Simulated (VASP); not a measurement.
# WS2 (P1) in VASP: a series of runs

The runs below take WS2 through single point, with LDA.

Everything below comes from runs of VASP 6.6.1. Logs are shortened: lines on timing, memory, paths and dates and some standing lists are left out, and cuts for length are marked.

### 1 The cell of the first run

The typed cell holds 6 atoms: a = 3.180 Å, b = 3.180 Å, c = 12.500 Å, α = 90.00°, β = 90.00°, γ = 120.00°.

### 2 Single point, LDA (atom 3 (S) moved -0.600 Å towards its neighbour atom 3 (S) at 3.180 Å)

File INCAR:

```
SYSTEM = WS2
PREC     = Accurate       ! precision mode
ENCUT    = 520            ! plane-wave cutoff, eV
EDIFF    = 1E-6           ! SCF threshold, eV
ISMEAR   = 0              ! smearing method
SIGMA    = 0.05           ! smearing width, eV
LREAL    = .FALSE.        ! projectors in reciprocal space
LASPH    = .TRUE.         ! aspherical terms in the spheres
NELM     = 100            ! most SCF steps
ALGO     = Normal         ! electronic algorithm
ISIF     = 2              ! what is computed and relaxed
LWAVE    = .FALSE.        ! write WAVECAR
LCHARG   = .FALSE.        ! write CHGCAR
GGA      = CA             ! functional
NBANDS   = 35             ! bands
```

File KPOINTS:

```
regular mesh
0
G
  12 12 4
  0 0 0
```

File POSCAR:

```
WS2
1.0
    3.1799996605      0.0000000000      0.0000000000
   -1.5899998303      2.7539604900      0.0000000000
    0.0000000000      0.0000000000     12.5000000000
W S
2 4
Direct
    0.3333333333      0.6666666667      0.2500000000
    0.6666666667      0.3333333333      0.7500000000
    0.5220125988      0.8553459321      0.6200000000
    0.6666666667      0.3333333333      0.1200000000
    0.3333333333      0.6666666667      0.8800000000
    0.6666666667      0.3333333333      0.3800000000
```

Potentials or basis: VASP PAW LDA potentials, release 64 (W_sv, S).

Command:

```
cat potpaw_LDA.64/W_sv/POTCAR potpaw_LDA.64/S/POTCAR > POTCAR
mpirun -np 1 vasp_std > vasp.out
```

OUTCAR:

```text
SYSTEM = WS2
   PREC = Accurate
   ENCUT = 520
   EDIFF = 1E-6
   ISMEAR = 0
   LREAL = .FALSE.
   LASPH = .TRUE.
   NELM = 100
   ISIF = 2
   GGA = CA

 ion  position               nearest neighbor table
   1  0.333  0.667  0.250-   4 2.45   6 2.45   4 2.45   6 2.45   4 2.45   6 2.45
   2  0.667  0.333  0.750-   3 2.11   5 2.45   5 2.45   5 2.45   3 2.52   3 2.88
   3  0.522  0.855  0.620-   2 2.11   2 2.52   2 2.88
   4  0.667  0.333  0.120-   1 2.45   1 2.45   1 2.45
   5  0.333  0.667  0.880-   2 2.45   2 2.45   2 2.45
   6  0.667  0.333  0.380-   1 2.45   1 2.45   1 2.45

  LATTYP: Found a hexagonal cell.
 ALAT       =     3.1799996605
 C/A-ratio  =     3.9308180297

  Lattice vectors:

 A1 = (   3.1799996605,   0.0000000000,   0.0000000000)
 A2 = (  -1.5899998303,   2.7539604900,   0.0000000000)
 A3 = (   0.0000000000,   0.0000000000,  12.5000000000)

Analysis of symmetry for initial positions (statically):
=====================================================================
 Subroutine PRICEL returns:
 Original cell was already a primitive cell.

 Routine SETGRP: Setting up the symmetry group for a
 hexagonal supercell.

 Subroutine GETGRP returns: Found  1 space group operations
 (whereof  1 operations were pure point group operations)
 out of a pool of 24 trial point group operations.

The static configuration has the point symmetry C_1 .

Analysis of symmetry for dynamics (positions and initial velocities):
=====================================================================
 Subroutine PRICEL returns:
 Original cell was already a primitive cell.

 Routine SETGRP: Setting up the symmetry group for a
 hexagonal supercell.

 Subroutine GETGRP returns: Found  1 space group operations
 (whereof  1 operations were pure point group operations)
 out of a pool of 24 trial point group operations.

The dynamic configuration has the point symmetry C_1 .

 Subroutine INISYM returns: Found  1 space group operations
 (whereof  1 operations are pure point group operations),
 and found     1 'primitive' translations

----------------------------------------------------------------------------------------

                                     Primitive cell

  volume of cell :     109.4699

  direct lattice vectors                    reciprocal lattice vectors
     3.179999661  0.000000000  0.000000000     0.314465442  0.181556708  0.000000000
    -1.589999830  2.753960490  0.000000000     0.000000000  0.363113416  0.000000000
     0.000000000  0.000000000 12.500000000     0.000000000  0.000000000  0.080000000

  length of vectors
[... 95 lines left out ...]
   NFREE  =      0    steps in history (QN), initial steepest desc. (CG)
   ISIF   =      2    stress and relaxation
   ISYM   =      2    0-nonsym 1-usesym 2-fastsym
   POTIM  = 0.5000    time-step for ionic-motion
   TEBEG  =    0.0;   TEEND  =   0.0 temperature during run
   PSTRESS=    0.0 pullay stress
   NELECT =      52.0000    total number of electrons
   NUPDOWN=      -1.0000    fix difference up-down
   EMIN   =  10.00;   EMAX   =-10.00  energy-range for DOS
   EFERMI =   0.00;   METHOD = LEGACY
   ISMEAR =     0;   SIGMA  =   0.05  broadening in eV -4-tet -1-fermi 0-gaus
   EFERMI_NEDOS =   21; number of points for ismear=-14 and -15
   IALGO  =     38    algorithm
   IMIX   =      4    mixing-type and parameters
     AMIX     =   0.40;   BMIX     =  1.00
     AMIX_MAG =   1.60;   BMIX_MAG =  1.00
  volume/ion in A,a.u.               =      18.24       123.12
  Fermi-wavevector in a.u.,A,eV,Ry     =   1.277353  2.413848 22.199692  1.631631
  Thomas-Fermi vector in A             =   2.409958
   LORBIT       =      0    0 simple, 1 ext, 2 COOP (PROOUT), +10 PAW based schemes
   GGA     = CA    functional components
   LHFCALC =     F    Hartree Fock is set to
   AEXX    =    0.0000 exact exchange contribution
   IVDW    =     0    specifies the selected vdW correction
   LEPSILON=     F    determine dielectric tensor
   LRPA    =     F    only Hartree local field effects (RPA)
 non-spin polarized calculation
 Gauss-broadening in eV      SIGMA  =   0.05
  energy-cutoff  :      520.00
  volume of cell :      109.47
 maximum number of plane-waves:      2976
   NGX = 11   NGY = 11   NGZ = 47

 number of electron      52.0000006 magnetization

 Free energy of the ion-electron system (eV)
  ---------------------------------------------------
  ext. energy  EPLUGINS =         0.00000000
  ---------------------------------------------------
  free energy    TOTEN  =       -50.78268182 eV

  energy without entropy =      -50.78268182  energy(sigma->0) =      -50.78268182

 E-fermi :   7.0366     XC(G=0): -11.1379

 val. band max:        6.8655225860   @ k =   0.0000   0.0000   0.0000
 cond. band min:       7.2093241726   @ k =   0.0000   0.0000   0.5000
 fundamental gap:      0.3438015866
 Fermi energy:         7.0366474950

 k-point     1 :       0.0000    0.0000    0.0000
  band No.  band energies     occupation
      1     -67.2843      2.00000
      2     -67.1666      2.00000
      3     -31.7925      2.00000
      4     -31.7685      2.00000
      5     -31.5896      2.00000
      6     -31.5882      2.00000
[... 901 lines left out ...]
     34      10.5817      0.00000
     35      13.6351      0.00000

 [... further k-points ...]

------------------------ aborting loop because EDIFF is reached ----------------------------------------

  FORCE on cell =-STRESS in cart. coord.  units (eV):
  Direction    XX          YY          ZZ          XY          YZ          ZX
  --------------------------------------------------------------------------------------
  -------------------------------------------------------------------------------------
  Total       -5.3852812     -3.5452451     -3.6686699     -0.9542355      7.4919453      0.4138469
  in kB      -78.8177759    -51.8874174    -53.6938359    -13.9659780    109.6504427      6.0569715
  external PRESSURE =     -61.4663431 kB  Pullay stress =       0.0000000 kB

 VOLUME and BASIS-vectors are now :
 -----------------------------------------------------------------------------
  energy-cutoff  :      520.00
  volume of cell :      109.47
      direct lattice vectors                 reciprocal lattice vectors
     3.179999661  0.000000000  0.000000000     0.314465442  0.181556708  0.000000000
    -1.589999830  2.753960490  0.000000000     0.000000000  0.363113416  0.000000000
     0.000000000  0.000000000 12.500000000     0.000000000  0.000000000  0.080000000

 POSITION                                       TOTAL-FORCE (eV/Angst)
 -----------------------------------------------------------------------------------
     -0.00000      1.83597      3.12500         0.006408      0.028339      0.007755
      1.59000      0.91799      9.37500         1.060004      4.366360      3.542710
      0.30000      2.35559      7.75000        -0.694959     -4.608255     -2.244866
      1.59000      0.91799      1.50000        -0.000739     -0.009811      1.433944
     -0.00000      1.83597     11.00000        -0.381068      0.192605     -1.287048
      1.59000      0.91799      4.75000         0.010355      0.030761     -1.452495
 -----------------------------------------------------------------------------------
    total drift:                                0.000003      0.000165      0.000040

  FREE ENERGIE OF THE ION-ELECTRON SYSTEM (eV)
  ---------------------------------------------------
  free  energy   TOTEN  =       -50.7826818176 eV

  energy  without entropy=      -50.7826818159  energy(sigma->0) =      -50.78268182
```

OSZICAR:

```text
N       E                     dE             d eps       ncg     rms          rms(c)
DAV:   1     0.499844087826E+03    0.49984E+03   -0.28332E+04 22336   0.148E+03
DAV:   2    -0.213748420449E+02   -0.52122E+03   -0.50382E+03 23741   0.405E+02
DAV:   3    -0.529156284053E+02   -0.31541E+02   -0.30876E+02 25310   0.948E+01
DAV:   4    -0.536976617881E+02   -0.78203E+00   -0.77830E+00 24826   0.156E+01
DAV:   5    -0.537129053363E+02   -0.15244E-01   -0.15233E-01 24538   0.233E+00    0.365E+01
DAV:   6    -0.513513616391E+02    0.23615E+01   -0.94790E+00 23182   0.199E+01    0.153E+01
DAV:   7    -0.511183881470E+02    0.23297E+00   -0.46200E+00 22214   0.111E+01    0.729E+00
DAV:   8    -0.507830030939E+02    0.33539E+00   -0.82720E-01 22632   0.581E+00    0.216E+00
DAV:   9    -0.507867201471E+02   -0.37171E-02   -0.92329E-02 24144   0.152E+00    0.106E+00
DAV:  10    -0.507827998109E+02    0.39203E-02   -0.16504E-02 22655   0.857E-01    0.305E-01
DAV:  11    -0.507827726637E+02    0.27147E-04   -0.19101E-03 24178   0.250E-01    0.968E-02
DAV:  12    -0.507826809744E+02    0.91689E-04   -0.41527E-04 22951   0.121E-01    0.417E-02
DAV:  13    -0.507826814416E+02   -0.46719E-06   -0.42436E-05 24063   0.330E-02    0.242E-02
DAV:  14    -0.507826818176E+02   -0.37603E-06   -0.43851E-06 22224   0.133E-02
   1 F= -.50782682E+02 E0= -.50782682E+02  d E =-.170548E-08
```

Wall time 32 min (1 thread of Oxide Virtual Turin-like, shared host); peak memory 0.8 GiB.

What came out:

- Free energy: -50.7827 eV
- Pressure: -6.1 GPa
- Largest force: 5.722 eV/Å
- Band gap on the k mesh: 0.34 eV (least direct gap 0.35 eV)

Forces on the atoms (eV/Å):
```
W    0.006  0.028  0.008
W    1.060  4.366  3.543
S   -0.695 -4.608 -2.245
S   -0.001 -0.010  1.434
S   -0.381  0.193 -1.287
S    0.010  0.031 -1.452
```

Levels at points of the mesh, in eV from the valence-band top:
| k point | band 22 | band 23 | band 24 | band 25 | band 26 | band 27 | band 28 | band 29 | band 30 | band 31 |
| --- | --- | --- | --- | --- | --- | --- | --- | --- | --- | --- |
| (0.00, 0.00, 0.00) | -1.90 | -1.45 | -1.19 | -0.47 | 0.00 | 0.35 | 1.66 | 2.31 | 2.31 | 2.33 |
| (0.50, 0.00, 0.00) | -2.58 | -1.80 | -1.59 | -1.43 | -0.33 | 2.07 | 2.12 | 2.34 | 2.46 | 2.82 |
| (0.00, 0.50, 0.00) | -2.67 | -2.04 | -1.61 | -1.47 | -0.82 | 2.15 | 2.34 | 2.51 | 2.84 | 2.89 |
| (0.50, 0.50, 0.00) | -2.62 | -2.32 | -1.60 | -1.49 | -0.02 | 1.30 | 2.34 | 2.41 | 2.54 | 2.87 |
| (0.00, 0.00, 0.50) | -1.90 | -1.90 | -0.68 | -0.47 | -0.03 | 0.34 | 1.66 | 2.31 | 2.31 | 2.33 |
| (0.50, 0.00, 0.50) | -2.49 | -1.75 | -1.59 | -1.49 | -0.34 | 2.05 | 2.25 | 2.34 | 2.48 | 2.72 |
| (0.00, 0.50, 0.50) | -2.78 | -2.01 | -1.60 | -1.45 | -0.82 | 2.16 | 2.34 | 2.66 | 2.69 | 2.97 |
| (0.50, 0.50, 0.50) | -2.69 | -2.33 | -1.60 | -1.48 | -0.01 | 1.30 | 2.34 | 2.41 | 2.68 | 2.79 |

Caveat: the cell differs from its parent crystal (atom 3 (S) moved -0.600 Å towards its neighbour atom 3 (S) at 3.180 Å); the cell stands under tension; spin-orbit coupling is left out, which moves the levels of the heavy elements; forces of over 1 eV/Å act on the atoms, so gaps and moduli don't describe the material at rest.

### 3 Single point, LDA (atom 3 (S) moved +0.525 Å towards its neighbour atom 3 (S) at 3.180 Å)

File INCAR:

```
  PREC = Accurate
  ENCUT = 520
  EDIFF = 1E-6
  ISMEAR = 0
  SIGMA = 0.05
  LREAL = F
  LASPH = T
  NELM = 100
  ALGO = Normal
  ISIF = 2
  LWAVE = F
  LCHARG = F
  GGA = CA
  NBANDS = 35
```

File KPOINTS:

```
regular mesh
0
Gamma
  12 12 4
```

POSCAR, as its differences from that of step 2:

```diff
@@ -10,3 +10,3 @@
     0.6666666667      0.3333333333      0.7500000000
-    0.5220125988      0.8553459321      0.6200000000
+    0.1682389761      0.5015723094      0.6200000000
     0.6666666667      0.3333333333      0.1200000000
```

Potentials or basis: VASP PAW LDA potentials, release 64 (W_sv, S).

Command:

```
cat potpaw_LDA.64/W_sv/POTCAR potpaw_LDA.64/S/POTCAR > POTCAR
mpirun -np 1 vasp_std > vasp.out
```

It took 29 min on 1 thread of Oxide Virtual Turin-like, shared host; peak memory 0.8 GiB.

The run converged. Its results:

| Item | Value |
| --- | --- |
| Free energy | -51.0977 eV |
| Pressure | -7.3 GPa |
| Largest force | 4.980 eV/Å |
| Band gap on the k mesh | 0.58 eV |

Forces on the atoms (eV/Å):
```
W   -0.018 -0.018  0.007
W   -2.880 -3.015  2.723
S    3.166  2.832 -1.403
S    0.007  0.006  1.435
S   -0.257  0.217 -1.314
S   -0.018 -0.021 -1.448
```

Stress tensor (GPa, compression positive):
```
-5.58  0.55 -7.87
 0.55 -8.75 -5.91
-7.87 -5.91 -7.44
```

Levels at points of the mesh, in eV from the valence-band top:
| k point | band 22 | band 23 | band 24 | band 25 | band 26 | band 27 | band 28 | band 29 | band 30 | band 31 |
| --- | --- | --- | --- | --- | --- | --- | --- | --- | --- | --- |
| (0.00, 0.00, 0.00) | -1.88 | -1.42 | -1.23 | -0.59 | 0.00 | 0.58 | 1.72 | 2.32 | 2.32 | 2.34 |
| (0.50, 0.00, 0.00) | -2.66 | -1.99 | -1.60 | -1.46 | -0.91 | 2.16 | 2.36 | 2.52 | 2.87 | 2.94 |
| (0.00, 0.50, 0.00) | -2.57 | -1.79 | -1.57 | -1.43 | -0.49 | 2.18 | 2.20 | 2.35 | 2.49 | 2.84 |
| (0.50, 0.50, 0.00) | -2.63 | -2.25 | -1.59 | -1.47 | -0.21 | 1.54 | 2.35 | 2.43 | 2.56 | 2.87 |
| (0.00, 0.00, 0.50) | -1.88 | -1.88 | -0.79 | -0.42 | -0.10 | 0.58 | 1.72 | 2.32 | 2.33 | 2.34 |
| (0.50, 0.00, 0.50) | -2.77 | -1.96 | -1.59 | -1.44 | -0.92 | 2.17 | 2.35 | 2.68 | 2.73 | 3.05 |
| (0.00, 0.50, 0.50) | -2.48 | -1.75 | -1.58 | -1.48 | -0.50 | 2.19 | 2.33 | 2.35 | 2.52 | 2.73 |
| (0.50, 0.50, 0.50) | -2.71 | -2.25 | -1.58 | -1.46 | -0.20 | 1.55 | 2.35 | 2.43 | 2.70 | 2.79 |

Caveat: the cell differs from its parent crystal (atom 3 (S) moved +0.525 Å towards its neighbour atom 3 (S) at 3.180 Å); the cell stands under tension; spin-orbit coupling is left out, which moves the levels of the heavy elements; forces of over 1 eV/Å act on the atoms, so gaps and moduli don't describe the material at rest.

### 4 Single point, LDA (atom 3 (S) moved +0.225 Å towards its neighbour atom 3 (S) at 3.180 Å)

File INCAR:

```
SYSTEM = WS2
  PREC = Accurate
  ENCUT = 520
  EDIFF = 1E-6
  ISMEAR = 0
  SIGMA = 0.05
  LREAL = .False.
  LASPH = .True.
  NELM = 100
  ALGO = Normal
  ISIF = 2
  LWAVE = .False.
  LCHARG = .False.
  NBANDS = 35
```

File KPOINTS:

```
regular mesh
0
Gamma
  12 12 4
  0 0 0
```

POSCAR, as its differences from that of step 3:

```diff
@@ -10,3 +10,3 @@
     0.6666666667      0.3333333333      0.7500000000
-    0.1682389761      0.5015723094      0.6200000000
+    0.2625786088      0.5959119421      0.6200000000
     0.6666666667      0.3333333333      0.1200000000
```

Command:

```
cat potpaw_LDA.64/W_sv/POTCAR potpaw_LDA.64/S/POTCAR > POTCAR
mpirun -np 1 vasp_std > vasp.out
```

It took 10 min on 1 thread of Oxide Virtual Turin-like, shared host; peak memory 0.79 GiB.

It converged, with:

| Quantity | Value |
| --- | --- |
| Free energy | -52.0126 eV |
| Pressure | -10.4 GPa |
| Largest force | 2.132 eV/Å |
| Band gap on the k mesh | 0.89 eV (least direct gap 1.67 eV) |

Forces on the atoms (eV/Å):
```
W   -0.007 -0.009  0.002
W   -1.143 -1.599  0.500
S    1.175  1.527  0.912
S    0.003  0.003  1.438
S   -0.022  0.086 -1.411
S   -0.006 -0.009 -1.440
```

Stress tensor (GPa, compression positive):
```
 -8.44   0.33  -2.75
  0.33  -9.60  -3.29
 -2.75  -3.29 -13.21
```

Levels at points of the mesh, in eV from the valence-band top:
```
           k point  band 23  band 24  band 25  band 26  band 27  band 28  band 29  band 30
(0.00, 0.00, 0.00)    -1.44    -1.31    -1.10     0.00     1.67     2.07     2.38     2.38
(0.50, 0.00, 0.00)    -1.75    -1.56    -1.41    -1.22     2.32     2.41     2.56     2.91
(0.00, 0.50, 0.00)    -1.71    -1.49    -1.41    -1.06     2.40     2.43     2.47     2.82
(0.50, 0.50, 0.00)    -1.87    -1.54    -1.42    -0.95     2.32     2.41     2.52     2.81
(0.00, 0.00, 0.50)    -1.83    -1.34    -0.31    -0.26     1.67     2.08     2.37     2.38
(0.50, 0.00, 0.50)    -1.70    -1.53    -1.39    -1.26     2.32     2.41     2.74     2.77
(0.00, 0.50, 0.50)    -1.65    -1.53    -1.41    -1.07     2.41     2.43     2.67     2.75
(0.50, 0.50, 0.50)    -1.85    -1.53    -1.40    -0.97     2.34     2.41     2.69     2.75
```

Caveat: the cell differs from its parent crystal (atom 3 (S) moved +0.225 Å towards its neighbour atom 3 (S) at 3.180 Å); the cell stands under tension; spin-orbit coupling is left out, which moves the levels of the heavy elements; forces of over 1 eV/Å act on the atoms, so gaps and moduli don't describe the material at rest. A k mesh can miss the band edges.

### 5 Overview

| cell | gap on the mesh (eV) | pressure (GPa) | largest force (eV/Å) |
| --- | --- | --- | --- |
| as given, atomic positions A | 0.34 | -6.1 | 5.72 |
| as given, atomic positions B | 0.58 | -7.3 | 4.98 |
| as given, atomic positions C | 0.89 | -10.4 | 2.13 |

Alike in all rows: task single point; level LDA; potentials or basis VASP PAW LDA potentials, release 64 (W_sv, S); no spin polarisation; k mesh 12 × 12 × 4; cutoff (eV) 520; smearing gaussian 0.05 eV.

Caveats: the cell stands under tension; spin-orbit coupling is left out, which moves the levels of the heavy elements; forces of over 1 eV/Å act on the atoms, so gaps and moduli don't describe the material at rest.

Absolute energies hang on the potentials; compare differences alone.
